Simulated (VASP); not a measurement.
# RbCl (Fm-3m) in VASP: further runs, part 2 of 2

VASP 6.6.1.

### 5 Single point, PBE0

POSCAR

```
RbCl
1.0
    0.0000000000      3.3057264191      3.3057264191
    3.3057264191      0.0000000000      3.3057264191
    3.3057264191      3.3057264191      0.0000000000
Rb Cl
1 1
Direct
    0.0000000000      0.0000000000      0.0000000000
    0.5000000000      0.5000000000      0.5000000000
```

INCAR.step1

```
SYSTEM = RbCl
PREC = Accurate
ENCUT = 400
EDIFF = 1E-5
ISMEAR = 0
SIGMA = 0.01
LREAL = .False.
LASPH = .True.
NELM = 120
ALGO = Normal
ISIF = 2
LWAVE = .True.
LCHARG = .False.
NBANDS = 15
GGA = PE
GGA_COMPAT = .False.
```

INCAR.step2

```
SYSTEM = RbCl
PREC = Accurate
ENCUT = 400
EDIFF = 1E-6
ISMEAR = 0
SIGMA = 0.01
LREAL = .False.
LASPH = .True.
NELM = 120
ALGO = Normal
ISIF = 2
LWAVE = .False.
LCHARG = .False.
GGA = PE
LHFCALC = .True.
AEXX = 0.25
PRECFOCK = Normal
NBANDS = 15
ISTART = 1
GGA_COMPAT = .False.
```

KPOINTS

```
Automatic mesh
0
Gamma
  4 4 4
  0 0 0
```

Potentials or basis: VASP PAW PBE potentials, release 64 (Rb_sv, Cl).

On the command line:

```bash
$ cat potpaw_PBE.64/Rb_sv/POTCAR potpaw_PBE.64/Cl/POTCAR > POTCAR
$ cp INCAR.step1 INCAR
$ mpirun -np 1 vasp_std > vasp.out
$ cp INCAR.step2 INCAR
$ mpirun -np 1 vasp_std > vasp.out
```

OUTCAR:

```text
SYSTEM = RbCl
   PREC = Accurate
   ENCUT = 400
   EDIFF = 1E-6
   ISMEAR = 0
   LREAL = .False.
   LASPH = .True.
   NELM = 120
   ISIF = 2
   GGA = PE
   LHFCALC = .True.
   AEXX = 0.25
   PRECFOCK = Normal
   ISTART = 1

 ion  position               nearest neighbor table
   1  0.000  0.000  0.000-   2 3.31   2 3.31   2 3.31   2 3.31   2 3.31   2 3.31
   2  0.500  0.500  0.500-   1 3.31   1 3.31   1 3.31   1 3.31   1 3.31   1 3.31

  LATTYP: Found a face centered cubic cell.
 ALAT       =     6.6114528382

  Lattice vectors:

 A1 = (   0.0000000000,   3.3057264191,   3.3057264191)
 A2 = (   3.3057264191,   0.0000000000,   3.3057264191)
 A3 = (   3.3057264191,   3.3057264191,   0.0000000000)

Analysis of symmetry for initial positions (statically):
=====================================================================
 Subroutine PRICEL returns:
 Original cell was already a primitive cell.

 Routine SETGRP: Setting up the symmetry group for a
 face centered cubic supercell.

 Subroutine GETGRP returns: Found 48 space group operations
 (whereof 48 operations were pure point group operations)
[... 168 lines left out ...]
      5     -11.7275      2.00000
      6      -3.3217      2.00000
      7      -3.3217      2.00000
      8      -3.3217      2.00000
      9       3.6801      0.00000
     10       6.8544      0.00000
     11       6.8544      0.00000
     12       6.8544      0.00000
     13       7.9206      0.00000
     14       7.9206      0.00000
[... 113 lines left out ...]
      2     -16.4483      2.00000
      3     -11.9100      2.00000
      4     -11.9100      2.00000
      5     -11.7128      2.00000
      6      -3.7756      2.00000
      7      -3.5749      2.00000
      8      -3.5749      2.00000
      9       6.4409      0.00000
     10       6.4409      0.00000
     11       8.2355      0.00000
     12       8.2913      0.00000
     13      10.6161      0.00000
     14      10.8691      0.00000
     15      11.2510      0.00000

------------------------ aborting loop because EDIFF is reached ----------------------------------------

  FORCE on cell =-STRESS in cart. coord.  units (eV):
  Direction    XX          YY          ZZ          XY          YZ          ZX
  --------------------------------------------------------------------------------------
  -------------------------------------------------------------------------------------
  Total        0.1269130      0.1269130      0.1269130      0.0000000      0.0000000     -0.0000000
  in kB        2.8144007      2.8144007      2.8144007      0.0000000      0.0000000     -0.0000000
  external PRESSURE =       2.8144007 kB  Pullay stress =       0.0000000 kB

 VOLUME and BASIS-vectors are now :
 -----------------------------------------------------------------------------
  energy-cutoff  :      400.00
  volume of cell :       72.25
      direct lattice vectors                 reciprocal lattice vectors
     0.000000000  3.305726419  3.305726419    -0.151252686  0.151252686  0.151252686
     3.305726419  0.000000000  3.305726419     0.151252686 -0.151252686  0.151252686
     3.305726419  3.305726419  0.000000000     0.151252686  0.151252686 -0.151252686

 POSITION                                       TOTAL-FORCE (eV/Angst)
 -----------------------------------------------------------------------------------
      0.00000      0.00000      0.00000        -0.000000     -0.000000      0.000000
      3.30573      3.30573      3.30573         0.000000      0.000000     -0.000000
 -----------------------------------------------------------------------------------
    total drift:                                0.000000     -0.000000      0.000000

  FREE ENERGIE OF THE ION-ELECTRON SYSTEM (eV)
  ---------------------------------------------------
  free  energy   TOTEN  =        -8.2687135031 eV

  energy  without entropy=       -8.2687135031  energy(sigma->0) =       -8.26871350
```

OSZICAR.step1:

```text
N       E                     dE             d eps       ncg     rms          rms(c)
DAV:   1     0.728484595983E+02    0.72848E+02   -0.58829E+03   240   0.759E+02
DAV:   2    -0.204483576936E+01   -0.74893E+02   -0.69146E+02   326   0.156E+02
DAV:   3    -0.692562456212E+01   -0.48808E+01   -0.48565E+01   324   0.403E+01
DAV:   4    -0.703318942913E+01   -0.10756E+00   -0.10756E+00   358   0.638E+00
DAV:   5    -0.703637638235E+01   -0.31870E-02   -0.31869E-02   339   0.903E-01    0.306E+00
DAV:   6    -0.667629083488E+01    0.36009E+00   -0.51235E-01   317   0.345E+00    0.233E+00
DAV:   7    -0.665394457342E+01    0.22346E-01   -0.12549E-01   303   0.182E+00    0.141E+00
DAV:   8    -0.666812951422E+01   -0.14185E-01   -0.16424E-02   294   0.794E-01    0.177E-01
DAV:   9    -0.666919891355E+01   -0.10694E-02   -0.15800E-03   324   0.204E-01    0.104E-01
DAV:  10    -0.666982466124E+01   -0.62575E-03   -0.56511E-04   254   0.143E-01    0.165E-02
DAV:  11    -0.666984166138E+01   -0.17000E-04   -0.29941E-05   289   0.327E-02    0.111E-02
DAV:  12    -0.666984789446E+01   -0.62331E-05   -0.13872E-05   253   0.213E-02
   1 F= -.66698479E+01 E0= -.66698479E+01  d E =-.250957E-32
```

Run time: 10 min. Hardware: 1 thread of AMD EPYC 7R13, shared host; peak memory 0.14 GiB.

Results:

```
Free energy            : -8.2687 eV
Pressure               : 0.3 GPa
Band gap on the k mesh : 7.00 eV
```

Levels at points of the mesh, in eV from the valence-band top:
```tsv
k point	band 4	band 5	band 6	band 7	band 8	band 9	band 10	band 11	band 12	band 13
(0.00, 0.00, 0.00)	-8.41	-8.41	0.00	0.00	0.00	7.00	10.18	10.18	10.18	11.24
(0.50, 0.00, 0.00)	-8.41	-8.38	-0.88	-0.35	-0.35	9.75	10.09	12.46	12.46	13.55
(0.50, 0.50, 0.00)	-8.51	-8.51	-0.34	-0.11	-0.11	8.27	10.22	11.77	12.42	12.72
```

Caveat: the PAW data sets were made with another functional, which shifts forces and pressure a little.

### 6 Overview

| level | k mesh | cutoff (eV) | grid for exact exchange (PRECFOCK) | share of exact exchange | screening parameter | gap on the mesh (eV) | pressure (GPa) |
| --- | --- | --- | --- | --- | --- | --- | --- |
| PBE | 6 × 6 × 6 | 500 | - | - | - | 4.95 | 0.6 |
| r2SCAN | 4 × 4 × 4 | 550 | - | - | - | 5.56 | 0.0 |
| HSE06 | 4 × 4 × 4 | 400 | Normal | 0.25 | 0.2079 1/Å | 6.25 | 0.3 |
| PBE0 | 4 × 4 × 4 | 400 | Normal | 0.25 | - | 7.00 | 0.3 |

Alike in all rows: task single point; potentials or basis VASP PAW PBE potentials, release 64 (Rb_sv, Cl); no spin polarisation; cell as given; smearing gaussian 0.01 eV.

On the cell as given the gap runs from 4.95 eV (PBE) to 7.00 eV (PBE0); the meshes differ, which moves gaps too. The pressure there spans 0.0 GPa (r2SCAN) to 0.6 GPa (PBE); a positive pressure means that this level wants a larger cell, a negative one a smaller.

Caveats: the PAW data sets were made with another functional, which shifts forces and pressure a little (at least some runs).

Absolute energies hang on the potentials; compare differences alone.
